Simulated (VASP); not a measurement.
# PbS2 (P4_2/mnm) in VASP: a series of runs

PbS2 is run at these levels: r2SCAN; tasks: single point.

Everything below comes from runs of VASP 6.6.1. Logs are shortened: lines on timing, memory, paths and dates and some standing lists are left out, and cuts for length are marked.

## 1. The cell of the first run

It takes space group P4_2/mnm (No. 136, tetragonal). The conventional cell has a = 6.255 Å, b = 6.255 Å, c = 3.849 Å, α = 90.00°, β = 90.00°, γ = 90.00°. Pb (site symmetry mmm) has 6 S at 2.57 to 2.71 Å within 3.4 Å. Within 3.5 Å of S (site symmetry m2m) lie 3 Pb at 2.57 to 2.71 Å and 1 S at 3.42 Å.

## 2. Single point, r2SCAN (25.10 Å³/atom)

File POSCAR:

```
PbS2
1.0
    6.2547001778      0.0000000000      0.0000000000
    0.0000000000      6.2547001778      0.0000000000
    0.0000000000      0.0000000000      3.8488323667
Pb S
2 4
Direct
    0.0000000000      0.0000000000      0.0000000000
    0.5000000000      0.5000000000      0.5000000000
    0.3067779322      0.3067779322      0.0000000000
    0.1932220678      0.8067779322      0.5000000000
    0.8067779322      0.1932220678      0.5000000000
    0.6932220678      0.6932220678      0.0000000000
```

File INCAR.step1:

```
SYSTEM = PbS2
PREC = Accurate
ENCUT = 520
ISMEAR = -1
SIGMA = 0.02
LREAL = .False.
LASPH = .True.
NELM = 100
NBANDS = 35
GGA = PE
ALGO = Normal
EDIFF = 1E-4
LWAVE = .True.
LCHARG = .False.
```

File INCAR.step2:

```
SYSTEM = PbS2
PREC = Accurate
ENCUT = 520
EDIFF = 1E-7
ISMEAR = -1
SIGMA = 0.02
LREAL = .False.
LASPH = .True.
NELM = 100
ALGO = Normal
ISIF = 2
LWAVE = .False.
LCHARG = .False.
METAGGA = R2SCAN
LMIXTAU = .True.
NBANDS = 35
ISTART = 1
```

File KPOINTS:

```
regular mesh
0
Gamma
  4 4 6
  0 0 0
```

Potentials or basis: VASP PAW PBE potentials, release 64 (Pb_d, S).

The run is started by

```bash
$ cat potpaw_PBE.64/Pb_d/POTCAR potpaw_PBE.64/S/POTCAR > POTCAR
$ cp INCAR.step1 INCAR
$ mpirun -np 1 vasp_std > vasp.out
$ cp INCAR.step2 INCAR
$ mpirun -np 1 vasp_std > vasp.out
```

OUTCAR:

```text
SYSTEM = PbS2
   PREC = Accurate
   ENCUT = 520
   EDIFF = 1E-7
   ISMEAR = -1
   LREAL = .False.
   LASPH = .True.
   NELM = 100
   ISIF = 2
   METAGGA = R2SCAN
   ISTART = 1

 ion  position               nearest neighbor table
   1  0.000  0.000  0.000-   4 2.57   5 2.57   4 2.57   5 2.57   3 2.71   6 2.71
   2  0.500  0.500  0.500-   3 2.57   6 2.57   3 2.57   6 2.57   5 2.71   4 2.71
   3  0.307  0.307  0.000-   2 2.57   2 2.57   1 2.71
   4  0.193  0.807  0.500-   1 2.57   1 2.57   2 2.71
   5  0.807  0.193  0.500-   1 2.57   1 2.57   2 2.71
   6  0.693  0.693  0.000-   2 2.57   2 2.57   1 2.71

  LATTYP: Found a simple tetragonal cell.
 ALAT       =     6.2547001778
 C/A-ratio  =     0.6153504177

  Lattice vectors:

 A1 = (   6.2547001778,   0.0000000000,   0.0000000000)
 A2 = (   0.0000000000,   6.2547001778,   0.0000000000)
 A3 = (   0.0000000000,   0.0000000000,   3.8488323667)

Analysis of symmetry for initial positions (statically):
=====================================================================
 Subroutine PRICEL returns:
 Original cell was already a primitive cell.

 Routine SETGRP: Setting up the symmetry group for a
 simple tetragonal supercell.

 Subroutine GETGRP returns: Found 16 space group operations
 (whereof  8 operations were pure point group operations)
 out of a pool of 16 trial point group operations.

The static configuration has the point symmetry D_2h.
 The point group associated with its full space group is D_4h.

Analysis of symmetry for dynamics (positions and initial velocities):
=====================================================================
 Subroutine PRICEL returns:
 Original cell was already a primitive cell.

 Routine SETGRP: Setting up the symmetry group for a
 simple tetragonal supercell.

 Subroutine GETGRP returns: Found 16 space group operations
 (whereof  8 operations were pure point group operations)
 out of a pool of 16 trial point group operations.

The dynamic configuration has the point symmetry D_2h.
 The point group associated with its full space group is D_4h.

 Subroutine INISYM returns: Found 16 space group operations
 (whereof  8 operations are pure point group operations),
 and found     1 'primitive' translations

----------------------------------------------------------------------------------------

                                     Primitive cell

  volume of cell :     150.5712

  direct lattice vectors                    reciprocal lattice vectors
     6.254700178  0.000000000  0.000000000     0.159879766  0.000000000  0.000000000
     0.000000000  6.254700178  0.000000000     0.000000000  0.159879766  0.000000000
     0.000000000  0.000000000  3.848832367     0.000000000  0.000000000  0.259819058

  length of vectors
     6.254700178  6.254700178  3.848832367     0.159879766  0.159879766  0.259819058

  position of ions in fractional coordinates (direct lattice)
     0.000000000  0.000000000  0.000000000
     0.500000000  0.500000000  0.500000000
     0.306777932  0.306777932  0.000000000
     0.193222068  0.806777932  0.500000000
     0.806777932  0.193222068  0.500000000
     0.693222068  0.693222068  0.000000000

  ion indices of the primitive-cell ions
   primitive index   ion index
                 1           1
                 2           2
                 3           3
                 4           4
                 5           5
                 6           6

----------------------------------------------------------------------------------------

 KPOINTS: regular mesh

Automatic generation of k-mesh.
 Grid dimensions read from file:
 generate k-points for:    4    4    6

 Generating k-lattice:

  Cartesian coordinates                     Fractional coordinates (reciprocal lattice)
     0.039969941  0.000000000  0.000000000     0.250000000  0.000000000  0.000000000
     0.000000000  0.039969941  0.000000000     0.000000000  0.250000000  0.000000000
     0.000000000  0.000000000  0.043303176     0.000000000  0.000000000  0.166666667

  Length of vectors
     0.039969941  0.039969941  0.043303176

  Shift w.r.t. Gamma in fractional coordinates (k-lattice)
     0.000000000  0.000000000  0.000000000

 Subroutine IBZKPT returns following result:
 ===========================================

 Found     24 irreducible k-points:

 Following reciprocal coordinates:
            Coordinates               Weight
  0.000000  0.000000  0.000000      1.000000
  0.250000  0.000000  0.000000      4.000000
  0.500000  0.000000  0.000000      2.000000
  0.250000  0.250000  0.000000      4.000000
  0.500000  0.250000  0.000000      4.000000
  0.500000  0.500000  0.000000      1.000000
[... 16 lines left out ...]
  0.500000  0.250000  0.500000      4.000000
  0.500000  0.500000  0.500000      1.000000
   k-points           NKPTS =     24   k-points in BZ     NKDIM =     24   number of bands    NBANDS=     35
   number of dos      NEDOS =    301   number of ions     NIONS =      6
   total plane-waves  NPLWV =  69120
   dimension x,y,z NGX =    48 NGY =   48 NGZ =   30
   dimension x,y,z NGXF=    96 NGYF=   96 NGZF=   60
   ions per type =               2   4
   NGX,Y,Z   is equivalent  to a cutoff of  12.76, 12.76, 12.96 a.u.
   NGXF,Y,Z  is equivalent  to a cutoff of  25.52, 25.52, 25.92 a.u.
 SYSTEM =  PbS2
   PREC   = accura    normal or accurate (medium, high low for compatibility)
   ISTART =      1    job   : 0-new  1-cont  2-samecut
   ICHARG =      0    charge: 1-file 2-atom 10-const
   ISPIN  =      1    spin polarized calculation?
   LNONCOLLINEAR =      F non collinear calculations
   LSORBIT =      F    spin-orbit coupling
   LASPH  =      T    aspherical Exc in radial PAW
   ENCUT  =  520.0 eV  38.22 Ry    6.18 a.u.  11.63 11.63  7.16*2*pi/ulx,y,z
   NELM   =    100;   NELMIN=  2; NELMDL=  0     # of ELM steps
   EDIFF  = 0.1E-06   stopping-criterion for ELM
   LREAL  =      F    real-space projection
   EDIFFG = 0.1E-05   stopping-criterion for IOM
   NSW    =      0    number of steps for IOM
   IBRION =     -1    ionic relax: 0-MD 1-quasi-New 2-CG
   NFREE  =      0    steps in history (QN), initial steepest desc. (CG)
   ISIF   =      2    stress and relaxation
   ISYM   =      2    0-nonsym 1-usesym 2-fastsym
   POTIM  = 0.5000    time-step for ionic-motion
   TEBEG  =    0.0;   TEEND  =   0.0 temperature during run
   PSTRESS=    0.0 pullay stress
   NELECT =      52.0000    total number of electrons
   NUPDOWN=      -1.0000    fix difference up-down
   EMIN   =  10.00;   EMAX   =-10.00  energy-range for DOS
   EFERMI =   0.00;   METHOD = LEGACY
   ISMEAR =    -1;   SIGMA  =   0.02  broadening in eV -4-tet -1-fermi 0-gaus
   EFERMI_NEDOS =   21; number of points for ismear=-14 and -15
   IALGO  =     38    algorithm
   IMIX   =      4    mixing-type and parameters
     AMIX     =   0.40;   BMIX     =  1.00
     AMIX_MAG =   1.60;   BMIX_MAG =  1.00
  volume/ion in A,a.u.               =      25.10       169.35
  Fermi-wavevector in a.u.,A,eV,Ry     =   1.148582  2.170505 17.949354  1.319240
  Thomas-Fermi vector in A             =   2.285256
   LORBIT       =      0    0 simple, 1 ext, 2 COOP (PROOUT), +10 PAW based schemes
   METAGGA = R2SCAN    functional components
   LHFCALC =     F    Hartree Fock is set to
   AEXX    =    0.0000 exact exchange contribution
   IVDW    =     0    specifies the selected vdW correction
   LEPSILON=     F    determine dielectric tensor
   LRPA    =     F    only Hartree local field effects (RPA)
 non-spin polarized calculation
  energy-cutoff  :      520.00
  volume of cell :      150.57
 maximum number of plane-waves:      4088
 NGX is ok and might be reduce to    48
   NGX = 23   NGY = 23   NGZ = 15

 number of electron      51.9999988 magnetization

 Free energy of the ion-electron system (eV)
  ---------------------------------------------------
  ext. energy  EPLUGINS =         0.00000000
  ---------------------------------------------------
  free energy    TOTEN  =      -144.07690861 eV

  energy without entropy =     -144.07593040  energy(sigma->0) =     -144.07641950

 E-fermi :   3.9232     XC(G=0):  -9.8546

 val. band max:        3.8943871440   @ k =   0.0000   0.0000   0.1667
 cond. band min:       3.9696193818   @ k =   0.2500   0.0000   0.0000
 fundamental gap:      0.0752322378
 Fermi energy:         3.9231910870

 k-point     1 :       0.0000    0.0000    0.0000
  band No.  band energies     occupation
      1     -13.7969      2.00000
      2     -13.6191      2.00000
      3     -13.5199      2.00000
      4     -13.5199      2.00000
      5     -13.4018      2.00000
      6     -13.3705      2.00000
[... 27 lines left out ...]
     34      10.5219      0.00000
     35      12.0425      0.00000

 k-point     2 :       0.2500    0.0000    0.0000
  band No.  band energies     occupation
      1     -13.7719      2.00000
      2     -13.6455      2.00000
      3     -13.5197      2.00000
      4     -13.5197      2.00000
      5     -13.3990      2.00000
      6     -13.3778      2.00000
[... 27 lines left out ...]
     34      11.1760      0.00000
     35      11.1935      0.00000

 k-point     3 :       0.5000    0.0000    0.0000
  band No.  band energies     occupation
      1     -13.7096      2.00000
      2     -13.7096      2.00000
      3     -13.5195      2.00000
      4     -13.5195      2.00000
      5     -13.3905      2.00000
      6     -13.3905      2.00000
[... 27 lines left out ...]
     34       9.9112      0.00000
     35      12.0461      0.00000
[... 723 lines left out ...]
 k-point    23 :       0.5000    0.2500    0.5000
  band No.  band energies     occupation
      1     -13.8049      2.00000
      2     -13.8049      2.00000
      3     -13.5251      2.00000
      4     -13.5251      2.00000
      5     -13.3787      2.00000
      6     -13.3787      2.00000
[... 27 lines left out ...]
     34      11.3593      0.00000
     35      12.2559      0.00000

 k-point    24 :       0.5000    0.5000    0.5000
  band No.  band energies     occupation
      1     -13.7927      2.00000
      2     -13.7927      2.00000
      3     -13.5404      2.00000
      4     -13.5404      2.00000
      5     -13.3786      2.00000
      6     -13.3786      2.00000
[... 27 lines left out ...]
     34      11.9768      0.00000
     35      12.1354      0.00000

------------------------ aborting loop because EDIFF is reached ----------------------------------------

  FORCE on cell =-STRESS in cart. coord.  units (eV):
  Direction    XX          YY          ZZ          XY          YZ          ZX
  --------------------------------------------------------------------------------------
  -------------------------------------------------------------------------------------
  Total        3.4647228      3.4647228      4.5130625      0.0000000      0.0000000      0.0000000
  in kB       36.8669401     36.8669401     48.0219669      0.0000000      0.0000000      0.0000000
  external PRESSURE =      40.5852824 kB  Pullay stress =       0.0000000 kB

 VOLUME and BASIS-vectors are now :
 -----------------------------------------------------------------------------
  energy-cutoff  :      520.00
  volume of cell :      150.57
      direct lattice vectors                 reciprocal lattice vectors
     6.254700178  0.000000000  0.000000000     0.159879766  0.000000000  0.000000000
     0.000000000  6.254700178  0.000000000     0.000000000  0.159879766  0.000000000
     0.000000000  0.000000000  3.848832367     0.000000000  0.000000000  0.259819058

 POSITION                                       TOTAL-FORCE (eV/Angst)
 -----------------------------------------------------------------------------------
      0.00000      0.00000      0.00000         0.000000      0.000000      0.000000
      3.12735      3.12735      1.92442         0.000000      0.000000      0.000000
      1.91880      1.91880      0.00000        -0.152299     -0.152299     -0.000000
      1.20855      5.04615      1.92442         0.152299     -0.152299     -0.000000
      5.04615      1.20855      1.92442        -0.152299      0.152299      0.000000
      4.33590      4.33590      0.00000         0.152299      0.152299      0.000000
 -----------------------------------------------------------------------------------
    total drift:                               -0.000000     -0.000000     -0.000000

  FREE ENERGIE OF THE ION-ELECTRON SYSTEM (eV)
  ---------------------------------------------------
  free  energy   TOTEN  =      -144.0769086096 eV

  energy  without entropy=     -144.0759303950  energy(sigma->0) =     -144.07641950
```

It took 12 min on 1 thread of Intel Xeon 8259CL, shared host; peak memory 0.34 GiB.

What came out:

| Quantity | Value |
| --- | --- |
| Free energy | -144.0769 eV |
| Pressure | 4.1 GPa |
| Largest force | 0.215 eV/Å |
| Band gap on the k mesh | 0.08 eV (least direct gap 0.18 eV) |

Forces on the atoms (eV/Å):
```
Pb   0.000  0.000  0.000
Pb   0.000  0.000  0.000
S   -0.152 -0.152  0.000
S    0.152 -0.152  0.000
S   -0.152  0.152  0.000
S    0.152  0.152  0.000
```

Stress tensor (GPa, compression positive):
```
3.69 0.00 0.00
0.00 3.69 0.00
0.00 0.00 4.80
```

Levels at points of the mesh, in eV from the valence-band top:
```tsv
k point	band 22	band 23	band 24	band 25	band 26	band 27	band 28	band 29	band 30	band 31
(0.00, 0.00, 0.00)	-0.87	-0.76	-0.76	-0.52	-0.52	0.21	1.75	3.84	3.84	4.64
(0.50, 0.00, 0.00)	-1.79	-0.70	-0.70	-0.55	-0.55	0.70	0.70	4.36	4.36	5.35
(0.50, 0.50, 0.00)	-1.51	-0.94	-0.94	-0.82	-0.82	0.92	0.92	4.82	4.82	5.88
(0.00, 0.00, 0.50)	-2.40	-1.32	-1.32	-1.15	-1.15	0.99	0.99	5.93	5.93	7.44
(0.50, 0.00, 0.50)	-1.68	-0.89	-0.89	-0.58	-0.58	1.56	1.56	3.61	3.61	6.75
(0.50, 0.50, 0.50)	-2.33	-0.90	-0.90	-0.73	-0.73	0.51	0.51	5.51	5.51	5.90
```

Caveat: the cell stands under pressure; the structure was generated, so it needn't be the stable form of PbS2; the PAW data sets were made with another functional, which shifts forces and pressure a little; spin-orbit coupling is left out, which moves the levels of the heavy elements.

## 3. Single point, r2SCAN (25.90 Å³/atom)

This run uses another cell than the first one, of 25.90 Å³/atom.

POSCAR: that of step 2 with these lines changed.

```diff
@@ -2,5 +2,5 @@
 1.0
-    6.2547001778      0.0000000000      0.0000000000
-    0.0000000000      6.2547001778      0.0000000000
-    0.0000000000      0.0000000000      3.8488323667
+    6.3205439657      0.0000000000      0.0000000000
+    0.0000000000      6.3205439657      0.0000000000
+    0.0000000000      0.0000000000      3.8893493691
 Pb S
```

File INCAR.step1:

```
ALGO = Normal
EDIFF = 1E-4
ENCUT = 520
GGA = PE
ISMEAR = -1
LASPH = T
LCHARG = F
LREAL = F
LWAVE = T
NBANDS = 35
NELM = 80
PREC = Accurate
SIGMA = 0.02
```

File INCAR.step2:

```
ALGO = Normal
EDIFF = 1E-6
ENCUT = 520
ISIF = 2
ISMEAR = -1
ISTART = 1
LASPH = T
LCHARG = F
LMIXTAU = T
LREAL = F
LWAVE = F
METAGGA = R2SCAN
NBANDS = 35
NELM = 80
PREC = Accurate
SIGMA = 0.02
```

File KPOINTS:

```
k-points
0
Gamma
  4 4 6
```

Potentials or basis: VASP PAW PBE potentials, release 64 (Pb_d, S).

The run is started by

```bash
$ cat potpaw_PBE.64/Pb_d/POTCAR potpaw_PBE.64/S/POTCAR > POTCAR
$ cp INCAR.step1 INCAR
$ mpirun -np 1 vasp_std > vasp.out
$ cp INCAR.step2 INCAR
$ mpirun -np 1 vasp_std > vasp.out
```

Run time: 11 min. Hardware: 1 thread of Intel Xeon 8259CL, shared host; peak memory 0.34 GiB.

Results (log left out):

- Free energy: -144.1659 eV
- Pressure: 1.8 GPa
- Largest force: 0.094 eV/Å
- Band gap on the k mesh: 0.04 eV (least direct gap 0.10 eV)

Forces in eV/Å, atoms in the order of the input:
```
Pb   0.000  0.000  0.000
Pb   0.000  0.000  0.000
S   -0.066 -0.066  0.000
S    0.066 -0.066  0.000
S   -0.066  0.066  0.000
S    0.066  0.066  0.000
```

Stress tensor (GPa, compression positive):
```
1.68 0.00 0.00
0.00 1.68 0.00
0.00 0.00 2.14
```

Levels at points of the mesh, in eV from the valence-band top:
| k point | band 22 | band 23 | band 24 | band 25 | band 26 | band 27 | band 28 | band 29 | band 30 | band 31 |
| --- | --- | --- | --- | --- | --- | --- | --- | --- | --- | --- |
| (0.00, 0.00, 0.00) | -0.92 | -0.78 | -0.78 | -0.50 | -0.50 | 0.19 | 1.63 | 3.77 | 3.77 | 4.60 |
| (0.50, 0.00, 0.00) | -1.73 | -0.71 | -0.71 | -0.54 | -0.54 | 0.58 | 0.58 | 4.31 | 4.31 | 5.29 |
| (0.50, 0.50, 0.00) | -1.45 | -0.90 | -0.90 | -0.83 | -0.83 | 0.79 | 0.79 | 4.75 | 4.75 | 5.80 |
| (0.00, 0.00, 0.50) | -2.34 | -1.25 | -1.25 | -1.09 | -1.09 | 0.91 | 0.91 | 5.80 | 5.80 | 7.27 |
| (0.50, 0.00, 0.50) | -1.61 | -0.84 | -0.84 | -0.60 | -0.60 | 1.43 | 1.43 | 3.54 | 3.54 | 6.68 |
| (0.50, 0.50, 0.50) | -2.27 | -0.87 | -0.87 | -0.70 | -0.70 | 0.44 | 0.44 | 5.42 | 5.42 | 5.88 |

Caveat: the structure was generated, so it needn't be the stable form of PbS2; the PAW data sets were made with another functional, which shifts forces and pressure a little; spin-orbit coupling is left out, which moves the levels of the heavy elements. A k mesh can miss the band edges.
